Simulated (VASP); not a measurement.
# SrO (Fm-3m) in VASP: single point with HSE06

Aim: the single point of SrO with HSE06.

Everything below comes from runs of VASP 6.6.1. Logs are shortened: lines on timing, memory, paths and dates and some standing lists are left out, and cuts for length are marked.

## Step 1: The cell of the first run

The structure is cubic, space group Fm-3m (No. 225). The conventional cell has a = 5.160 Å, b = 5.160 Å, c = 5.160 Å, α = 90.00°, β = 90.00°, γ = 90.00°. Sr (site symmetry m-3m) has 6 O at 2.58 Å within 3.4 Å. O (site symmetry m-3m) has 6 Sr at 2.58 Å within 3.4 Å.

## Step 2: Single point, HSE06

POSCAR reads:

```
SrO
1.0
    0.0000000000      2.5798927166      2.5798927166
    2.5798927166      0.0000000000      2.5798927166
    2.5798927166      2.5798927166      0.0000000000
Sr O
1 1
Direct
    0.5000000000      0.5000000000      0.5000000000
    0.0000000000      0.0000000000      0.0000000000
```

INCAR.step1 reads:

```
SYSTEM = SrO
PREC = Accurate ; ENCUT = 520
EDIFF = 1E-5 ; ISMEAR = 0
SIGMA = 0.01 ; LREAL = .FALSE.
LASPH = .TRUE. ; NELM = 80
ALGO = Normal ; ISIF = 2
LWAVE = .TRUE. ; LCHARG = .FALSE.
GGA = PE ; NBANDS = 15
```

INCAR.step2 reads:

```
SYSTEM = SrO
PREC = Accurate ; ENCUT = 520
EDIFF = 1E-7 ; ISMEAR = 0
SIGMA = 0.01 ; LREAL = .FALSE.
LASPH = .TRUE. ; NELM = 80
ALGO = Normal ; ISIF = 2
LWAVE = .FALSE. ; LCHARG = .FALSE.
GGA = PE ; LHFCALC = .TRUE.
HFSCREEN = 0.2079 ; PRECFOCK = Normal
ISTART = 1 ; NBANDS = 15
```

KPOINTS reads:

```
regular mesh
0
G
  6 6 6
  0 0 0
```

Potentials or basis: VASP PAW PBE potentials, release 64 (Sr_sv, O).

Command:

```console
$ cat potpaw_PBE.64/Sr_sv/POTCAR potpaw_PBE.64/O/POTCAR > POTCAR
$ cp INCAR.step1 INCAR
$ mpirun -np 1 vasp_std > vasp.out
$ cp INCAR.step2 INCAR
$ mpirun -np 1 vasp_std > vasp.out
```

OUTCAR:

```text
SYSTEM = SrO
   PREC = Accurate
   ENCUT = 520
   EDIFF = 1E-7
   ISMEAR = 0
   LREAL = .FALSE.
   LASPH = .TRUE.
   NELM = 80
   ISIF = 2
   GGA = PE
   LHFCALC = .TRUE.
   HFSCREEN = 0.2079
   PRECFOCK = Normal
   ISTART = 1

 ion  position               nearest neighbor table
   1  0.500  0.500  0.500-   2 2.58   2 2.58   2 2.58   2 2.58   2 2.58   2 2.58
   2  0.000  0.000  0.000-   1 2.58   1 2.58   1 2.58   1 2.58   1 2.58   1 2.58

  LATTYP: Found a face centered cubic cell.
 ALAT       =     5.1597854332

  Lattice vectors:

 A1 = (   0.0000000000,   2.5798927166,   2.5798927166)
 A2 = (   2.5798927166,   0.0000000000,   2.5798927166)
 A3 = (   2.5798927166,   2.5798927166,   0.0000000000)

Analysis of symmetry for initial positions (statically):
=====================================================================
 Subroutine PRICEL returns:
 Original cell was already a primitive cell.

 Routine SETGRP: Setting up the symmetry group for a
 face centered cubic supercell.

 Subroutine GETGRP returns: Found 48 space group operations
 (whereof 48 operations were pure point group operations)
 out of a pool of 48 trial point group operations.

The static configuration has the point symmetry O_h .

Analysis of symmetry for dynamics (positions and initial velocities):
=====================================================================
 Subroutine PRICEL returns:
 Original cell was already a primitive cell.

 Routine SETGRP: Setting up the symmetry group for a
 face centered cubic supercell.

 Subroutine GETGRP returns: Found 48 space group operations
 (whereof 48 operations were pure point group operations)
 out of a pool of 48 trial point group operations.

The dynamic configuration has the point symmetry O_h .

 Subroutine INISYM returns: Found 48 space group operations
 (whereof 48 operations are pure point group operations),
 and found     1 'primitive' translations

----------------------------------------------------------------------------------------

                                     Primitive cell

  volume of cell :      34.3427

  direct lattice vectors                    reciprocal lattice vectors
     0.000000000  2.579892717  2.579892717    -0.193806509  0.193806509  0.193806509
     2.579892717  0.000000000  2.579892717     0.193806509 -0.193806509  0.193806509
     2.579892717  2.579892717  0.000000000     0.193806509  0.193806509 -0.193806509

  length of vectors
     3.648519269  3.648519269  3.648519269     0.335682720  0.335682720  0.335682720

  position of ions in fractional coordinates (direct lattice)
     0.500000000  0.500000000  0.500000000
     0.000000000  0.000000000  0.000000000

  ion indices of the primitive-cell ions
   primitive index   ion index
                 1           1
                 2           2

----------------------------------------------------------------------------------------

 KPOINTS: regular mesh

Automatic generation of k-mesh.
 Grid dimensions read from file:
 generate k-points for:    6    6    6

 Generating k-lattice:

  Cartesian coordinates                     Fractional coordinates (reciprocal lattice)
    -0.032301085  0.032301085  0.032301085     0.166666667  0.000000000  0.000000000
     0.032301085 -0.032301085  0.032301085     0.000000000  0.166666667  0.000000000
     0.032301085  0.032301085 -0.032301085     0.000000000  0.000000000  0.166666667

  Length of vectors
     0.055947120  0.055947120  0.055947120

  Shift w.r.t. Gamma in fractional coordinates (k-lattice)
     0.000000000  0.000000000  0.000000000

 Subroutine IBZKPT returns following result:
 ===========================================

 Found     16 irreducible k-points:

 Following reciprocal coordinates:
            Coordinates               Weight
  0.000000  0.000000  0.000000      1.000000
  0.166667  0.000000  0.000000      8.000000
  0.333333  0.000000  0.000000      8.000000
  0.500000  0.000000  0.000000      4.000000
  0.166667  0.166667  0.000000      6.000000
  0.333333  0.166667  0.000000     24.000000
[... 8 lines left out ...]
 -0.333333  0.333333  0.166667     24.000000
 -0.333333  0.500000  0.166667     12.000000
   k-points           NKPTS =     16   k-points in BZ     NKDIM =    216   number of bands    NBANDS=     15
   number of dos      NEDOS =    301   number of ions     NIONS =      2
   total plane-waves  NPLWV =  21952
   dimension x,y,z NGX =    28 NGY =   28 NGZ =   28
   dimension x,y,z NGXF=    56 NGYF=   56 NGZF=   56
   ions per type =               1   1
   NGX,Y,Z   is equivalent  to a cutoff of  12.76, 12.76, 12.76 a.u.
   NGXF,Y,Z  is equivalent  to a cutoff of  25.52, 25.52, 25.52 a.u.
 SYSTEM =  SrO
   PREC   = accura    normal or accurate (medium, high low for compatibility)
   ISTART =      1    job   : 0-new  1-cont  2-samecut
   ICHARG =      0    charge: 1-file 2-atom 10-const
   ISPIN  =      1    spin polarized calculation?
   LNONCOLLINEAR =      F non collinear calculations
   LSORBIT =      F    spin-orbit coupling
   LASPH  =      T    aspherical Exc in radial PAW
   ENCUT  =  520.0 eV  38.22 Ry    6.18 a.u.   6.78  6.78  6.78*2*pi/ulx,y,z
   NELM   =     80;   NELMIN=  2; NELMDL=  0     # of ELM steps
   EDIFF  = 0.1E-06   stopping-criterion for ELM
   LREAL  =      F    real-space projection
   EDIFFG = 0.1E-05   stopping-criterion for IOM
   NSW    =      0    number of steps for IOM
   IBRION =     -1    ionic relax: 0-MD 1-quasi-New 2-CG
   NFREE  =      0    steps in history (QN), initial steepest desc. (CG)
   ISIF   =      2    stress and relaxation
   ISYM   =      3    0-nonsym 1-usesym 2-fastsym
   POTIM  = 0.5000    time-step for ionic-motion
   TEBEG  =    0.0;   TEEND  =   0.0 temperature during run
   PSTRESS=    0.0 pullay stress
   NELECT =      16.0000    total number of electrons
   NUPDOWN=      -1.0000    fix difference up-down
   EMIN   =  10.00;   EMAX   =-10.00  energy-range for DOS
   EFERMI =   0.00;   METHOD = LEGACY
   ISMEAR =     0;   SIGMA  =   0.01  broadening in eV -4-tet -1-fermi 0-gaus
   EFERMI_NEDOS =   21; number of points for ismear=-14 and -15
   IALGO  =     38    algorithm
   IMIX   =      1    mixing-type and parameters
     AMIX     =   0.40;   BMIX     =  1.00
     AMIX_MAG =   1.60;   BMIX_MAG =  1.00
  volume/ion in A,a.u.               =      17.17       115.88
  Fermi-wavevector in a.u.,A,eV,Ry     =   1.269121  2.398292 21.914485  1.610669
  Thomas-Fermi vector in A             =   2.402180
   LORBIT       =      0    0 simple, 1 ext, 2 COOP (PROOUT), +10 PAW based schemes
   GGA     = PE    functional components
   LHFCALC =     T    Hartree Fock is set to
   PRECFOCK=normal    Normal, Fast or Accurate (Low or Medium for compatibility)
   ENCUT4O =  -1.0   cutoff for four orbital integrals eV
   NKREDX  =     1    reduce k-point grid by
   NKREDY  =     1    reduce k-point grid by
   NKREDZ  =     1    reduce k-point grid by
   AEXX    =    0.2500 exact exchange contribution
   HFSCREEN=    0.2079 screening length (either q_TF or 0.3 A-1)
   HFSCREENC=   0.2079 screening length for correlation (either q_TF or 0.3 A-1)
   ENCUTFOCK=  -1.0 apply spherical cutoff to Coloumb kernel
   IVDW    =     0    specifies the selected vdW correction
   LEPSILON=     F    determine dielectric tensor
   LRPA    =     F    only Hartree local field effects (RPA)
 non-spin polarized calculation
 Gauss-broadening in eV      SIGMA  =   0.01
  energy-cutoff  :      520.00
  volume of cell :       34.34
 maximum number of plane-waves:       941
  NGX = 24; NGY = 24; NGZ = 24

 number of electron      15.9999998 magnetization

 Free energy of the ion-electron system (eV)
  ---------------------------------------------------
  ext. energy  EPLUGINS =         0.00000000
  ---------------------------------------------------
  free energy    TOTEN  =       -14.18358270 eV

  energy without entropy =      -14.18358270  energy(sigma->0) =      -14.18358270

 E-fermi :   0.7197     XC(G=0):  -8.2260

 val. band max:        0.5518209406   @ k =   0.0000   0.0000   0.0000
 cond. band min:       5.2953932339   @ k =   0.5000   0.5000   0.0000
 fundamental gap:      4.7435722932
 Fermi energy:         0.7196738327

 k-point     1 :       0.0000    0.0000    0.0000
  band No.  band energies     occupation
      1     -33.8159      2.00000
      2     -15.9977      2.00000
      3     -14.1761      2.00000
      4     -14.1761      2.00000
      5     -14.1761      2.00000
      6       0.5518      2.00000
      7       0.5518      2.00000
      8       0.5518      2.00000
      9       5.9396      0.00000
     10       8.3968      0.00000
     11       8.3968      0.00000
     12       8.3968      0.00000
     13      10.6242      0.00000
     14      10.6242      0.00000
     15      14.7806      0.00000

 k-point     2 :       0.1667    0.0000    0.0000
  band No.  band energies     occupation
      1     -33.7809      2.00000
      2     -16.4235      2.00000
      3     -14.1950      2.00000
      4     -14.1950      2.00000
      5     -13.8279      2.00000
      6      -0.1659      2.00000
      7       0.2179      2.00000
      8       0.2179      2.00000
      9       7.1073      0.00000
     10       8.1639      0.00000
     11       8.9550      0.00000
     12       8.9550      0.00000
     13      11.3588      0.00000
     14      11.3588      0.00000
     15      16.5070      0.00000
[... 221 lines left out ...]
      3     -14.7199      2.00000
      4     -14.5889      2.00000
      5     -13.6586      2.00000
      6      -0.8359      2.00000
      7      -0.1609      2.00000
      8      -0.0957      2.00000
      9       8.3585      0.00000
     10       8.4711      0.00000
     11      11.2660      0.00000
     12      12.4866      0.00000
     13      13.9240      0.00000
     14      15.3117      0.00000
     15      16.0646      0.00000

 k-point    16 :      -0.3333    0.5000    0.1667
  band No.  band energies     occupation
      1     -33.6318      2.00000
      2     -16.4078      2.00000
      3     -15.0157      2.00000
      4     -14.7111      2.00000
      5     -13.9143      2.00000
      6      -0.3795      2.00000
      7       0.0378      2.00000
      8       0.1958      2.00000
      9       6.7162      0.00000
     10       9.7905      0.00000
     11      10.7251      0.00000
     12      13.4291      0.00000
     13      13.5461      0.00000
     14      15.2673      0.00000
     15      15.8644      0.00000

------------------------ aborting loop because EDIFF is reached ----------------------------------------

  FORCE on cell =-STRESS in cart. coord.  units (eV):
  Direction    XX          YY          ZZ          XY          YZ          ZX
  --------------------------------------------------------------------------------------
  -------------------------------------------------------------------------------------
  Total        0.0433195      0.0433195      0.0433195     -0.0000000      0.0000000      0.0000000
  in kB        2.0209652      2.0209652      2.0209652     -0.0000000      0.0000000      0.0000000
  external PRESSURE =       2.0209652 kB  Pullay stress =       0.0000000 kB

 VOLUME and BASIS-vectors are now :
 -----------------------------------------------------------------------------
  energy-cutoff  :      520.00
  volume of cell :       34.34
      direct lattice vectors                 reciprocal lattice vectors
     0.000000000  2.579892717  2.579892717    -0.193806509  0.193806509  0.193806509
     2.579892717  0.000000000  2.579892717     0.193806509 -0.193806509  0.193806509
     2.579892717  2.579892717  0.000000000     0.193806509  0.193806509 -0.193806509

 POSITION                                       TOTAL-FORCE (eV/Angst)
 -----------------------------------------------------------------------------------
      2.57989      2.57989      2.57989         0.000000      0.000000      0.000000
      0.00000      0.00000      0.00000        -0.000000     -0.000000      0.000000
 -----------------------------------------------------------------------------------
    total drift:                               -0.000000     -0.000000     -0.000000

  FREE ENERGIE OF THE ION-ELECTRON SYSTEM (eV)
  ---------------------------------------------------
  free  energy   TOTEN  =       -14.1835826982 eV

  energy  without entropy=      -14.1835826982  energy(sigma->0) =      -14.18358270
```

It took 78 min on 1 thread of AMD EPYC 7R43 (Zen 3), shared host; peak memory 0.24 GiB.

Results:

| Quantity | Value |
| --- | --- |
| Free energy | -14.1836 eV |
| Pressure | 0.2 GPa |
| Band gap on the k mesh | 4.74 eV (least direct gap 4.85 eV) |

Caveat: the PAW data sets were made with another functional, which shifts forces and pressure a little. A k mesh can miss the band edges.
